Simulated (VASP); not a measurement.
# B (R-3m) in VASP: notebook, part 2 of 2

VASP 6.6.1.

**3. Relaxation of cell and atoms, PBE**

This run uses another cell than the first one, of 7.28 Å³/atom.

INCAR

```
SYSTEM = B
ALGO = Normal ; EDIFF = 1E-7
EDIFFG = -0.01 ; ENCUT = 600
GGA = PE ; IBRION = 2
ISIF = 3 ; ISMEAR = -1
LASPH = .TRUE. ; LCHARG = .FALSE.
LREAL = .FALSE. ; LWAVE = .FALSE.
NELM = 80 ; NSW = 80
PREC = Accurate ; SIGMA = 0.05
```

KPOINTS

```
k-points
0
G
  4 4 4
  0 0 0
```

POSCAR

```
B
1.0
    2.4540015844      1.4168184754      4.1890000000
   -2.4540015844      1.4168184754      4.1890000000
    0.0000000000     -2.8336369507      4.1890000000
B
12
Direct
    0.0104000000      0.6573000000      0.0104000000
    0.0104000000      0.0104000000      0.6573000000
    0.6573000000      0.0104000000      0.0104000000
    0.9896000000      0.3427000000      0.9896000000
    0.3427000000      0.9896000000      0.9896000000
    0.9896000000      0.9896000000      0.3427000000
    0.2206000000      0.6323000000      0.2206000000
    0.2206000000      0.2206000000      0.6323000000
    0.6323000000      0.2206000000      0.2206000000
    0.7794000000      0.3677000000      0.7794000000
    0.3677000000      0.7794000000      0.7794000000
    0.7794000000      0.7794000000      0.3677000000
```

Potentials or basis: VASP PAW PBE potentials, release 64 (B).

Started as:

```
$ cat potpaw_PBE.64/B/POTCAR > POTCAR
$ mpirun -np 1 vasp_std > vasp.out
```

OUTCAR:

```text
SYSTEM = B
   EDIFF = 1E-7
   EDIFFG = -0.01
   ENCUT = 600
   GGA = PE
   IBRION = 2
   ISIF = 3
   ISMEAR = -1
   LASPH = .TRUE.
   LREAL = .FALSE.
   NELM = 80
   NSW = 80
   PREC = Accurate

 ion  position               nearest neighbor table
   1  0.010  0.657  0.010-   4 1.71   3 1.73   2 1.73   7 1.79  12 1.79  11 1.79
   2  0.010  0.010  0.657-   6 1.71   3 1.73   1 1.73   8 1.79  10 1.79  11 1.79
   3  0.657  0.010  0.010-   5 1.71   1 1.73   2 1.73   9 1.79  12 1.79  10 1.79
   4  0.990  0.343  0.990-   1 1.71   5 1.73   6 1.73  10 1.79   8 1.79   9 1.79
   5  0.343  0.990  0.990-   3 1.71   4 1.73   6 1.73  11 1.79   8 1.79   7 1.79
   6  0.990  0.990  0.343-   2 1.71   4 1.73   5 1.73  12 1.79   9 1.79   7 1.79
   7  0.221  0.632  0.221-  12 1.78  11 1.78   1 1.79   6 1.79   5 1.79   9 2.02   8 2.02
   8  0.221  0.221  0.632-  10 1.78  11 1.78   2 1.79   4 1.79   5 1.79   7 2.02   9 2.02
[... 205 lines left out ...]
  Total        0.1346974      0.1346974     -0.7277178      0.0000000     -0.0000000     -0.0000000
  in kB        2.4695573      2.4695573    -13.3420602      0.0000000     -0.0000000     -0.0000000
  external PRESSURE =      -2.8009819 kB  Pullay stress =       0.0000000 kB
[... 309 lines left out ...]
--------------------------------------- Ionic step        8  -------------------------------------------

 number of electron      36.0000000 magnetization

 Free energy of the ion-electron system (eV)
  ---------------------------------------------------
  ext. energy  EPLUGINS =         0.00000000
  ---------------------------------------------------
  free energy    TOTEN  =       -80.45949485 eV

  energy without entropy =      -80.45949480  energy(sigma->0) =      -80.45949483

 E-fermi :   6.6063     XC(G=0): -11.5561

 val. band max:        5.9123211663   @ k =   0.5000   0.5000   0.5000
 cond. band min:       7.3769575715   @ k =   0.5000   0.5000  -0.0000
 fundamental gap:      1.4646364053
 Fermi energy:         6.6063044732

 k-point     1 :       0.0000    0.0000    0.0000
  band No.  band energies     occupation
      1     -10.2659      2.00000
      2      -4.5274      2.00000
      3      -4.2760      2.00000
      4      -4.2760      2.00000
      5      -3.2121      2.00000
      6      -2.5657      2.00000
[... 392 lines left out ...]
  FREE ENERGIE OF THE ION-ELECTRON SYSTEM (eV)
  ---------------------------------------------------
  free  energy   TOTEN  =       -80.4594948519 eV

  energy  without entropy=      -80.4594948027  energy(sigma->0) =      -80.45949483

 reached required accuracy - stopping structural energy minimisation
```

OSZICAR:

```text
N       E                     dE             d eps       ncg     rms          rms(c)
DAV:   1     0.113805593519E+03    0.11381E+03   -0.18600E+04   650   0.148E+03
DAV:   2    -0.781365883266E+02   -0.19194E+03   -0.18350E+03   865   0.269E+02
DAV:   3    -0.850685377559E+02   -0.69319E+01   -0.68859E+01   884   0.471E+01
[... 65 lines left out ...]
DAV:   1    -0.804594999630E+02   -0.18822E-04   -0.15539E-03   653   0.238E-01    0.106E-02
DAV:   2    -0.804594953352E+02    0.46278E-05   -0.43006E-05   829   0.429E-02    0.464E-03
DAV:   3    -0.804594947704E+02    0.56478E-06   -0.74940E-06   773   0.153E-02    0.178E-03
DAV:   4    -0.804594948048E+02   -0.34457E-07   -0.12168E-06   776   0.650E-03    0.109E-03
DAV:   5    -0.804594948519E+02   -0.47048E-07   -0.83433E-08   379   0.199E-03
   8 F= -.80459495E+02 E0= -.80459495E+02  d E =-.137111E-04
```

It took 2.3 min on 1 thread of AMD EPYC 7R13 (Zen 3), shared host; peak memory 0.2 GiB.

Results:

```yaml
Free_energy: -80.4595 eV
Relaxed_volume: 7.24 Å³/atom
Relaxed_cell: a = 5.048 Å, b = 5.048 Å, c = 5.048 Å, α = 58.05°, β = 58.05°, γ = 58.05°
Space_group_after_relaxing_to_0.1_Å: R-3m (No. 166)
Energy_gained_by_relaxing: 4.2 meV/atom
Ionic_steps: 8
Pressure_after_relaxing: 0.0 GPa
Largest_force_after_relaxing: 0.007 eV/Å
Band_gap_on_the_k_mesh: 1.46 eV (least direct gap 1.85 eV)
```

Forces in eV/Å, atoms in the order of the input:
```
B   -0.006  0.003  0.004
B    0.000 -0.006  0.004
B    0.006  0.003  0.004
B    0.006 -0.003 -0.004
B   -0.006 -0.003 -0.004
B    0.000  0.006 -0.004
B    0.000  0.000  0.001
B    0.000  0.000  0.001
B    0.000  0.000  0.001
B    0.000  0.000 -0.001
B    0.000  0.000 -0.001
B    0.000  0.000 -0.001
```

The path:
```tsv
step	energy change (eV)	largest force (eV/Å)	pressure (GPa)	volume (Å³)
1	0.0000	0.8663	-0.28	87.39
2	0.0593	1.4349	-1.28	87.23
3	-0.0474	0.0819	-0.93	87.32
4	-0.0495	0.0473	0.26	86.85
5	-0.0497	0.0277	0.01	86.95
6	-0.0499	0.0105	-0.01	86.93
7	-0.0499	0.0104	-0.01	86.93
8	-0.0499	0.0074	0.00	86.92
```

Final structure:
```
B
1.0
     2.44956    1.41425    4.18154
    -2.44956    1.41425    4.18154
     0.00000   -2.82851    4.18154
B
12
Direct
  0.01027 0.65400 0.01027
  0.01027 0.01027 0.65400
  0.65400 0.01027 0.01027
  0.98973 0.34600 0.98973
  0.34600 0.98973 0.98973
  0.98973 0.98973 0.34600
  0.22107 0.63055 0.22107
  0.22107 0.22107 0.63055
  0.63055 0.22107 0.22107
  0.77893 0.36945 0.77893
  0.36945 0.77893 0.77893
  0.77893 0.77893 0.36945
```

**4. Single point, PBE**

INCAR

```
SYSTEM = B
PREC = Accurate ; ENCUT = 520
EDIFF = 1E-7 ; ISMEAR = -1
SIGMA = 0.05 ; LREAL = .FALSE.
LASPH = .TRUE. ; NELM = 80
ALGO = Normal ; ISIF = 2
LWAVE = .FALSE. ; LCHARG = .TRUE.
GGA = PE ; LELF = .TRUE.
LVHAR = .TRUE. ; NBANDS = 30
```

KPOINTS

```
regular mesh
0
G
  7 7 7
  0 0 0
```

POSCAR

```
B
1.0
    2.4496223903      1.4142901465      4.1815503374
   -2.4496223903      1.4142901465      4.1815503374
    0.0000000000     -2.8285802929      4.1815503374
B
12
Direct
    0.0102495153      0.6540908577      0.0102495153
    0.0102495153      0.0102495153      0.6540908577
    0.6540908577      0.0102495153      0.0102495153
    0.9897504847      0.3459091423      0.9897504847
    0.3459091423      0.9897504847      0.9897504847
    0.9897504847      0.9897504847      0.3459091423
    0.2210103335      0.6306550530      0.2210103335
    0.2210103335      0.2210103335      0.6306550530
    0.6306550530      0.2210103335      0.2210103335
    0.7789896665      0.3693449470      0.7789896665
    0.3693449470      0.7789896665      0.7789896665
    0.7789896665      0.7789896665      0.3693449470
```

Started as:

```
$ cat potpaw_PBE.64/B/POTCAR > POTCAR
$ mpirun -np 1 vasp_std > vasp.out
```

Wall time 1.9 min (1 thread of AMD EPYC 7R13 (Zen 3), shared host); peak memory 0.23 GiB.

It converged, with:

* Free energy: -80.4585 eV
* Pressure: 0.1 GPa
* Largest force: 0.015 eV/Å
* Band gap on the k mesh: 1.47 eV (least direct gap 1.85 eV)

Forces in eV/Å, atoms in the order of the input:
```
B    0.008 -0.005 -0.005
B    0.000  0.010 -0.005
B   -0.008 -0.005 -0.005
B   -0.008  0.005  0.005
B    0.008  0.005  0.005
B    0.000 -0.010  0.005
B    0.013 -0.007  0.004
B    0.000  0.015  0.004
B   -0.013 -0.007  0.004
B   -0.013  0.007 -0.004
B    0.013  0.007 -0.004
B    0.000 -0.015 -0.004
```

Levels at points of the mesh, in eV from the valence-band top:
| k point | band 14 | band 15 | band 16 | band 17 | band 18 | band 19 | band 20 | band 21 | band 22 | band 23 |
| --- | --- | --- | --- | --- | --- | --- | --- | --- | --- | --- |
| (0.00, 0.00, 0.00) | -4.41 | -1.35 | -0.82 | -0.82 | -0.34 | 1.53 | 4.56 | 4.56 | 4.75 | 4.75 |

Caveat: an odd mesh through Γ misses points on the zone boundary, where band edges can lie.

**5. Overview**

| task | cell | k mesh | cutoff (eV) | gap on the mesh (eV) | pressure (GPa) | largest force (eV/Å) |
| --- | --- | --- | --- | --- | --- | --- |
| single point | a = 5.048 Å, angles 58.1°, 12 atoms, atomic positions A | 4 × 4 × 4 | 520 | 1.47 | 0.1 | 0.01 |
| relaxation of cell and atoms | relaxed from a = 5.057 Å, angles 58.1°, 12 atoms, atomic positions B | 4 × 4 × 4 | 600 | 1.46 | 0.0 | 0.01 |
| single point | a = 5.048 Å, angles 58.1°, 12 atoms, atomic positions A | 7 × 7 × 7 | 520 | 1.47 | 0.1 | 0.02 |

Alike in all rows: level PBE; potentials or basis VASP PAW PBE potentials, release 64 (B); no spin polarisation; smearing fermi-dirac 0.05 eV.

Caveats: an odd mesh through Γ misses points on the zone boundary, where band edges can lie (at least some runs).

Total energies depend on the potentials used, so only differences within one code and one set of settings carry meaning.
